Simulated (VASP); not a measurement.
# TlBr (Pm-3m) in VASP: a series of runs

The runs below take TlBr through single point, with LDA.

Program: VASP 6.6.1. These are calculated values, not measurements. Logs are shortened: lines on timing, memory, paths and dates and some standing lists are left out, and cuts for length are marked.

## 1. The cell of the first run

Symmetry: Pm-3m, No. 221, cubic system. Conventional cell: a = 3.814 Å, b = 3.814 Å, c = 3.814 Å, α = 90.00°, β = 90.00°, γ = 90.00°. Within 4.3 Å of Tl (site symmetry m-3m) lie 8 Br at 3.30 Å and 6 Tl at 3.81 Å. Br (site symmetry m-3m) has 8 Tl at 3.30 Å and 6 Br at 3.81 Å within 4.3 Å.

## 2. Single point, LDA (27.74 Å³/atom)

File INCAR:

```
PREC = Accurate
ENCUT = 500
EDIFF = 1E-6
ISMEAR = 0
SIGMA = 0.01
LREAL = F
LASPH = T
NELM = 120
ALGO = Normal
ISIF = 2
LWAVE = F
LCHARG = F
GGA = CA
NBANDS = 17
GGA_COMPAT = F
```

File KPOINTS:

```
regular mesh
0
Gamma
  8 8 8
```

File POSCAR:

```
TlBr
1.0
    3.8139320570      0.0000000000      0.0000000000
    0.0000000000      3.8139320570      0.0000000000
    0.0000000000      0.0000000000      3.8139320570
Tl Br
1 1
Direct
    0.0000000000      0.0000000000      0.0000000000
    0.5000000000      0.5000000000      0.5000000000
```

Potentials or basis: VASP PAW LDA potentials, release 64 (Tl_d, Br).

Launch:

```bash
$ cat potpaw_LDA.64/Tl_d/POTCAR potpaw_LDA.64/Br/POTCAR > POTCAR
$ mpirun -np 1 vasp_std > vasp.out
```

OUTCAR:

```text
PREC = Accurate
   ENCUT = 500
   EDIFF = 1E-6
   ISMEAR = 0
   LREAL = F
   LASPH = T
   NELM = 120
   ISIF = 2
   GGA = CA

 ion  position               nearest neighbor table
   1  0.000  0.000  0.000-   2 3.30   2 3.30   2 3.30   2 3.30   2 3.30   2 3.30   2 3.30   2 3.30

   2  0.500  0.500  0.500-   1 3.30   1 3.30   1 3.30   1 3.30   1 3.30   1 3.30   1 3.30   1 3.30

  LATTYP: Found a simple cubic cell.
 ALAT       =     3.8139320570

  Lattice vectors:

 A1 = (   3.8139320570,   0.0000000000,   0.0000000000)
 A2 = (   0.0000000000,   3.8139320570,   0.0000000000)
 A3 = (   0.0000000000,   0.0000000000,   3.8139320570)

Analysis of symmetry for initial positions (statically):
=====================================================================
 Subroutine PRICEL returns:
 Original cell was already a primitive cell.

 Routine SETGRP: Setting up the symmetry group for a
 simple cubic supercell.

 Subroutine GETGRP returns: Found 48 space group operations
 (whereof 48 operations were pure point group operations)
 out of a pool of 48 trial point group operations.

The static configuration has the point symmetry O_h .

Analysis of symmetry for dynamics (positions and initial velocities):
=====================================================================
 Subroutine PRICEL returns:
 Original cell was already a primitive cell.

 Routine SETGRP: Setting up the symmetry group for a
 simple cubic supercell.

 Subroutine GETGRP returns: Found 48 space group operations
 (whereof 48 operations were pure point group operations)
 out of a pool of 48 trial point group operations.

The dynamic configuration has the point symmetry O_h .

 Subroutine INISYM returns: Found 48 space group operations
 (whereof 48 operations are pure point group operations),
 and found     1 'primitive' translations

----------------------------------------------------------------------------------------

                                     Primitive cell

  volume of cell :      55.4778

  direct lattice vectors                    reciprocal lattice vectors
     3.813932057  0.000000000  0.000000000     0.262196595  0.000000000  0.000000000
     0.000000000  3.813932057  0.000000000     0.000000000  0.262196595  0.000000000
     0.000000000  0.000000000  3.813932057     0.000000000  0.000000000  0.262196595

  length of vectors
     3.813932057  3.813932057  3.813932057     0.262196595  0.262196595  0.262196595

  position of ions in fractional coordinates (direct lattice)
     0.000000000  0.000000000  0.000000000
     0.500000000  0.500000000  0.500000000

  ion indices of the primitive-cell ions
   primitive index   ion index
                 1           1
                 2           2

----------------------------------------------------------------------------------------

 KPOINTS: regular mesh

Automatic generation of k-mesh.
 Grid dimensions read from file:
 generate k-points for:    8    8    8

 Generating k-lattice:

  Cartesian coordinates                     Fractional coordinates (reciprocal lattice)
     0.032774574  0.000000000  0.000000000     0.125000000  0.000000000  0.000000000
     0.000000000  0.032774574  0.000000000     0.000000000  0.125000000  0.000000000
     0.000000000  0.000000000  0.032774574     0.000000000  0.000000000  0.125000000

  Length of vectors
     0.032774574  0.032774574  0.032774574

  Shift w.r.t. Gamma in fractional coordinates (k-lattice)
     0.000000000  0.000000000  0.000000000

 Subroutine IBZKPT returns following result:
 ===========================================

 Found     35 irreducible k-points:

 Following reciprocal coordinates:
            Coordinates               Weight
  0.000000  0.000000  0.000000      1.000000
  0.125000  0.000000  0.000000      6.000000
  0.250000  0.000000  0.000000      6.000000
  0.375000  0.000000  0.000000      6.000000
  0.500000  0.000000  0.000000      3.000000
  0.125000  0.125000  0.000000     12.000000
[... 16 lines left out ...]
  0.375000  0.375000  0.125000     24.000000
  0.500000  0.375000  0.125000     24.000000
 [... further k-points ...]
   k-points           NKPTS =     35   k-points in BZ     NKDIM =     35   number of bands    NBANDS=     17
   number of dos      NEDOS =    301   number of ions     NIONS =      2
   total plane-waves  NPLWV =  21952
   dimension x,y,z NGX =    28 NGY =   28 NGZ =   28
   dimension x,y,z NGXF=    56 NGYF=   56 NGZF=   56
   ions per type =               1   1
   NGX,Y,Z   is equivalent  to a cutoff of  12.20, 12.20, 12.20 a.u.
   NGXF,Y,Z  is equivalent  to a cutoff of  24.41, 24.41, 24.41 a.u.
 SYSTEM =  unknown system
   PREC   = accura    normal or accurate (medium, high low for compatibility)
   ISTART =      0    job   : 0-new  1-cont  2-samecut
   ICHARG =      2    charge: 1-file 2-atom 10-const
   ISPIN  =      1    spin polarized calculation?
   LNONCOLLINEAR =      F non collinear calculations
   LSORBIT =      F    spin-orbit coupling
   LASPH  =      T    aspherical Exc in radial PAW
   ENCUT  =  500.0 eV  36.75 Ry    6.06 a.u.   6.95  6.95  6.95*2*pi/ulx,y,z
   NELM   =    120;   NELMIN=  2; NELMDL= -5     # of ELM steps
   EDIFF  = 0.1E-05   stopping-criterion for ELM
   LREAL  =      F    real-space projection
   EDIFFG = 0.1E-04   stopping-criterion for IOM
   NSW    =      0    number of steps for IOM
   IBRION =     -1    ionic relax: 0-MD 1-quasi-New 2-CG
   NFREE  =      0    steps in history (QN), initial steepest desc. (CG)
   ISIF   =      2    stress and relaxation
   ISYM   =      2    0-nonsym 1-usesym 2-fastsym
   POTIM  = 0.5000    time-step for ionic-motion
   TEBEG  =    0.0;   TEEND  =   0.0 temperature during run
   PSTRESS=    0.0 pullay stress
   NELECT =      20.0000    total number of electrons
   NUPDOWN=      -1.0000    fix difference up-down
   EMIN   =  10.00;   EMAX   =-10.00  energy-range for DOS
   EFERMI =   0.00;   METHOD = LEGACY
   ISMEAR =     0;   SIGMA  =   0.01  broadening in eV -4-tet -1-fermi 0-gaus
   EFERMI_NEDOS =   21; number of points for ismear=-14 and -15
   IALGO  =     38    algorithm
   IMIX   =      4    mixing-type and parameters
     AMIX     =   0.40;   BMIX     =  1.00
     AMIX_MAG =   1.60;   BMIX_MAG =  1.00
  volume/ion in A,a.u.               =      27.74       187.19
  Fermi-wavevector in a.u.,A,eV,Ry     =   1.165141  2.201798 18.470642  1.357554
  Thomas-Fermi vector in A             =   2.301671
   LORBIT       =      0    0 simple, 1 ext, 2 COOP (PROOUT), +10 PAW based schemes
   GGA     = CA    functional components
   LHFCALC =     F    Hartree Fock is set to
   AEXX    =    0.0000 exact exchange contribution
   IVDW    =     0    specifies the selected vdW correction
   LEPSILON=     F    determine dielectric tensor
   LRPA    =     F    only Hartree local field effects (RPA)
 non-spin polarized calculation
 Gauss-broadening in eV      SIGMA  =   0.01
  energy-cutoff  :      500.00
  volume of cell :       55.48
 maximum number of plane-waves:      1426
 NGX is ok and might be reduce to    28
   NGX = 13   NGY = 13   NGZ = 13

 number of electron      19.9999992 magnetization

 Free energy of the ion-electron system (eV)
  ---------------------------------------------------
  ext. energy  EPLUGINS =         0.00000000
  ---------------------------------------------------
  free energy    TOTEN  =        -6.55363996 eV

  energy without entropy =       -6.55363996  energy(sigma->0) =       -6.55363996

 E-fermi :   3.8316     XC(G=0):  -9.9760

 val. band max:        3.7479640179   @ k =   0.5000   0.0000   0.0000
 cond. band min:       5.0279278761   @ k =   0.5000   0.0000   0.0000
 fundamental gap:      1.2799638583
 Fermi energy:         3.8316192464

 k-point     1 :       0.0000    0.0000    0.0000
  band No.  band energies     occupation
      1     -10.8661      2.00000
      2      -6.7041      2.00000
      3      -6.7041      2.00000
      4      -6.4441      2.00000
      5      -6.4441      2.00000
      6      -6.4441      2.00000
[... 9 lines left out ...]
     16      16.0000      0.00000
     17      17.2987      0.00000

 k-point     2 :       0.1250    0.0000    0.0000
  band No.  band energies     occupation
      1     -10.8167      2.00000
      2      -6.7014      2.00000
      3      -6.6761      2.00000
      4      -6.4592      2.00000
      5      -6.4592      2.00000
      6      -6.4428      2.00000
[... 9 lines left out ...]
     16      16.9171      0.00000
     17      16.9855      0.00000

 k-point     3 :       0.2500    0.0000    0.0000
  band No.  band energies     occupation
      1     -10.6916      2.00000
      2      -6.6948      2.00000
      3      -6.6112      2.00000
      4      -6.4951      2.00000
      5      -6.4951      2.00000
      6      -6.4397      2.00000
[... 9 lines left out ...]
     16      15.6927      0.00000
     17      17.1085      0.00000

 k-point     4 :       0.3750    0.0000    0.0000
  band No.  band energies     occupation
      1     -10.5575      2.00000
      2      -6.6882      2.00000
      3      -6.5524      2.00000
      4      -6.5303      2.00000
      5      -6.5303      2.00000
      6      -6.4366      2.00000
[... 9 lines left out ...]
     16      15.4275      0.00000
     17      17.2324      0.00000
[... 343 lines left out ...]
      1     -10.3898      2.00000
      2      -6.5961      2.00000
      3      -6.5688      2.00000
      4      -6.4953      2.00000
      5      -6.4730      2.00000
      6      -6.4450      2.00000
[... 9 lines left out ...]
     16      14.6909      0.00000
     17      16.9698      0.00000

 k-point    23 :       0.3750    0.3750    0.1250
  band No.  band energies     occupation
      1     -10.3580      2.00000
      2      -6.5782      2.00000
      3      -6.5466      2.00000
      4      -6.5271      2.00000
      5      -6.4616      2.00000
      6      -6.4104      2.00000
[... 9 lines left out ...]
     16      14.6310      0.00000
     17      16.4042      0.00000

 k-point    24 :       0.5000    0.3750    0.1250
  band No.  band energies     occupation
      1     -10.3273      2.00000
      2      -6.5694      2.00000
      3      -6.5525      2.00000
      4      -6.5253      2.00000
      5      -6.4626      2.00000
      6      -6.3818      2.00000
[... 9 lines left out ...]
     16      14.6315      0.00000
     17      16.9412      0.00000

 [... further k-points ...]
[... 5 lines left out ...]
  --------------------------------------------------------------------------------------
  -------------------------------------------------------------------------------------
  Total        0.2668338      0.2668338      0.2668338      0.0000000      0.0000000      0.0000000
  in kB        7.7060646      7.7060646      7.7060646      0.0000000      0.0000000      0.0000000
  external PRESSURE =       7.7060646 kB  Pullay stress =       0.0000000 kB

 VOLUME and BASIS-vectors are now :
 -----------------------------------------------------------------------------
  energy-cutoff  :      500.00
  volume of cell :       55.48
      direct lattice vectors                 reciprocal lattice vectors
     3.813932057  0.000000000  0.000000000     0.262196595  0.000000000  0.000000000
     0.000000000  3.813932057  0.000000000     0.000000000  0.262196595  0.000000000
     0.000000000  0.000000000  3.813932057     0.000000000  0.000000000  0.262196595

 POSITION                                       TOTAL-FORCE (eV/Angst)
 -----------------------------------------------------------------------------------
      0.00000      0.00000      0.00000         0.000000      0.000000      0.000000
      1.90697      1.90697      1.90697         0.000000      0.000000      0.000000
 -----------------------------------------------------------------------------------
    total drift:                               -0.000000      0.000000      0.000000

  FREE ENERGIE OF THE ION-ELECTRON SYSTEM (eV)
  ---------------------------------------------------
  free  energy   TOTEN  =        -6.5536399561 eV

  energy  without entropy=       -6.5536399561  energy(sigma->0) =       -6.55363996
```

Run time: 8.9 s. Hardware: 1 thread of Intel Xeon 6975P-C (Granite Rapids), shared host; peak memory 0.16 GiB.

What came out:

- Free energy: -6.5536 eV
- Pressure: 0.8 GPa
- Band gap on the k mesh: 1.28 eV

Levels at points of the mesh, in eV from the valence-band top:
```csv
k point,band 6,band 7,band 8,band 9,band 10,band 11,band 12,band 13,band 14,band 15
"(0.00, 0.00, 0.00)",-10.19,-5.13,-1.94,-1.94,-1.94,6.44,6.44,7.50,7.50,7.50
"(0.50, 0.00, 0.00)",-10.18,-6.53,-1.25,-1.25,0.00,1.28,5.50,5.50,7.31,10.31
"(0.50, 0.50, 0.00)",-10.10,-4.19,-3.97,-3.97,-1.18,4.81,4.81,7.40,7.58,10.34
"(0.50, 0.50, 0.50)",-10.10,-2.85,-2.62,-2.62,-2.62,1.35,1.35,1.35,13.38,13.38
```

Caveat: spin-orbit coupling is left out, which moves the levels of the heavy elements. A k mesh can miss the band edges.

[end of part 1 of 2]
